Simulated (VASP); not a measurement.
Set up this calculation in VASP 6.6.1, as the native input.

| Item | Value |
| --- | --- |
| Task | single point |
| Functional | r2SCAN |
| Potentials or basis | VASP PAW PBE potentials, release 64 (Ta_pv, N) |
| Cutoff | 520 eV |
| k mesh | 18 × 18 × 14 |
| Occupations | gaussian, width 0.1 eV |
| Spin | no spin polarisation |
| Dipole correction | no |
| Further INCAR settings | ALGO = Normal; EDIFF = 1e-06; NBANDS = 15 |

TaN:

```
Ta N
1.0
     2.93615    0.00000    0.00000
    -1.46808    2.54278    0.00000
     0.00000    0.00000    2.88462
Ta N
1 1
Direct
  0.33333 0.66667 0.50000
  0.00000 0.00000 0.00000
```

The input as run:

POSCAR

```
TaN
1.0
    2.9361543271      0.0000000000      0.0000000000
   -1.4680771635      2.5427842367      0.0000000000
    0.0000000000      0.0000000000      2.8846185530
Ta N
1 1
Direct
    0.3333333333      0.6666666667      0.5000000000
    0.0000000000      0.0000000000      0.0000000000
```

INCAR.step1

```
SYSTEM = TaN
PREC     = Accurate       ! precision mode
ENCUT    = 520            ! plane-wave cutoff, eV
ISMEAR   = 0              ! smearing method
SIGMA    = 0.1            ! smearing width, eV
LREAL    = .FALSE.        ! projectors in reciprocal space
LASPH    = .TRUE.         ! aspherical terms in the spheres
NELM     = 100            ! most SCF steps
NBANDS   = 15             ! bands
GGA      = PE             ! functional
ALGO     = Normal         ! electronic algorithm
EDIFF    = 1E-4           ! SCF threshold, eV
LWAVE    = .TRUE.         ! write WAVECAR
LCHARG   = .FALSE.        ! write CHGCAR
```

INCAR.step2

```
SYSTEM = TaN
PREC     = Accurate       ! precision mode
ENCUT    = 520            ! plane-wave cutoff, eV
EDIFF    = 1E-6           ! SCF threshold, eV
ISMEAR   = 0              ! smearing method
SIGMA    = 0.1            ! smearing width, eV
LREAL    = .FALSE.        ! projectors in reciprocal space
LASPH    = .TRUE.         ! aspherical terms in the spheres
NELM     = 100            ! most SCF steps
ALGO     = Normal         ! electronic algorithm
ISIF     = 2              ! what is computed and relaxed
LWAVE    = .FALSE.        ! write WAVECAR
LCHARG   = .FALSE.        ! write CHGCAR
METAGGA  = R2SCAN         ! meta-GGA
LMIXTAU  = .TRUE.       
NBANDS   = 15             ! bands
ISTART   = 1
```

KPOINTS

```
regular mesh
0
G
  18 18 14
  0 0 0
```

Potentials or basis: VASP PAW PBE potentials, release 64 (Ta_pv, N).

Launch:

```bash
$ cat potpaw_PBE.64/Ta_pv/POTCAR potpaw_PBE.64/N/POTCAR > POTCAR
$ cp INCAR.step1 INCAR
$ mpirun -np 1 vasp_std > vasp.out
$ cp INCAR.step2 INCAR
$ mpirun -np 1 vasp_std > vasp.out
```

It gave:

| Item | Value |
| --- | --- |
| Pressure | 1.6 GPa |
| Band gap on the k mesh | zero (bands 8 and 9 overlap by 0.25 eV) |

Caveat: the PAW data sets were made with another functional, which shifts forces and pressure a little; spin-orbit coupling is left out, which moves the levels of the heavy elements.

Run time: 6.6 min on 1 thread of Intel Xeon 8259CL, with other jobs on the host, peak memory 0.23 GiB.
